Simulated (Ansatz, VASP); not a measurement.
TiO2: VASP beside Ansatz

The input POSCAR:

```
TiO2
1.0
    4.9651526365      0.0000000000      0.0000000000
    0.0000000000      4.9651526365      0.0000000000
    0.0000000000      0.0000000000      3.2323149227
Ti O
2 4
Direct
    0.0000000000      0.0000000000      0.0000000000
    0.5000000000      0.5000000000      0.5000000000
    0.3051400959      0.3051400959      0.0000000000
    0.1948599041      0.8051400959      0.5000000000
    0.6948599041      0.6948599041      0.0000000000
    0.8051400959      0.1948599041      0.5000000000
```

File INCAR.step1:

```
  PREC = Accurate
  ENCUT = 520
  ISMEAR = 0
  SIGMA = 0.05
  LREAL = F
  LASPH = T
  NELM = 150
  LMAXMIX = 4
  LDAU = T
  LDAUTYPE = 2
  LDAUL = 2 -1
  LDAUU = 4 0
  LDAUJ = 0 0
  NBANDS = 33
  GGA = PE
  ALGO = Normal
  EDIFF = 1E-4
  LWAVE = T
  LCHARG = F
```

The input INCAR.step2:

```
  PREC = Accurate
  ENCUT = 520
  EDIFF = 1E-7
  ISMEAR = 0
  SIGMA = 0.05
  LREAL = F
  LASPH = T
  NELM = 150
  ALGO = Normal
  ISIF = 2
  LWAVE = F
  LCHARG = T
  LMAXMIX = 4
  LDAU = T
  LDAUTYPE = 2
  LDAUL = 2 -1
  LDAUU = 4 0
  LDAUJ = 0 0
  LDAUPRINT = 1
  METAGGA = R2SCAN
  LMIXTAU = T
  LELF = T
  LVHAR = T
  NBANDS = 33
  ISTART = 1
```

KPOINTS

```
regular mesh
0
Gamma
  6 6 8
```

Input for Ansatz:

```yaml
crystal:
  lattice:
    - [4.9651526365, 0.0, 0.0]
    - [0.0, 4.9651526365, 0.0]
    - [0.0, 0.0, 3.2323149227]
  atoms:
    - { symbol: Ti, position: [0.0, 0.0, 0.0] }
    - { symbol: Ti, position: [0.5, 0.5, 0.5] }
    - { symbol: O, position: [0.3051400959, 0.3051400959, 0.0] }
    - { symbol: O, position: [0.1948599041, 0.8051400959, 0.5] }
    - { symbol: O, position: [0.6948599041, 0.6948599041, 0.0] }
    - { symbol: O, position: [0.8051400959, 0.1948599041, 0.5] }
basis:
  ecutwfc: 500
kpoints:
  mp_grid: { grid: [6, 6, 8] }
hamiltonian:
  xc: r2scan
  hubbard: { sites: [{ species: Ti, l: d, u_eff: 4.0 }] }
scf:
  occupations: { method: gaussian, width: 0.05 }
output:
  forces: true
  stress: true
  eigenvalues: true
```

Change from the starting cell: strain +0.080 along x and y, +0.080 along z, atoms carried along.

Alike in both runs: task single point; functional r2SCAN; k mesh 6 × 6 × 8; occupations gaussian, width 0.05 eV; no spin polarisation; Hubbard terms Ti d U = 4.0 eV.

```csv
,VASP,Ansatz
version,VASP 6.6.1,Ansatz 0.2.0
potentials or method,"VASP PAW PBE potentials, release 64 (Ti_sv, O), cutoff 520 eV","scalar-relativistic, plane waves, PAW"
valence electrons in the cell,48,48
```

|  | VASP | Ansatz | Ansatz less VASP |
| --- | --- | --- | --- |
| gap on the k mesh at the Fermi level (eV) | 2.07 | 2.02 | -0.051 |
| least direct gap on the mesh (eV) | 2.11 | 2.10 | -0.014 |
| pressure (GPa) | -33.0 | -34.7 | -1.65 |
| traceless stress, the component that is largest in VASP (GPa) | -5.79 | -5.60 | +0.194 |
| rms of the force components (eV/Å) | 0.328 | 0.372 | +0.0436 |

VASP's potentials were made for PBE, not for r2SCAN. The programs project onto different local orbitals, so the same U acts differently, and such runs can settle in different states. Atom by atom the forces differ by 0.044 eV/Å (rms over components). Both programs put the cell under strong tension, so it lies far from rest at this level.

Noted on VASP's run: the cell as given lies far from equilibrium.
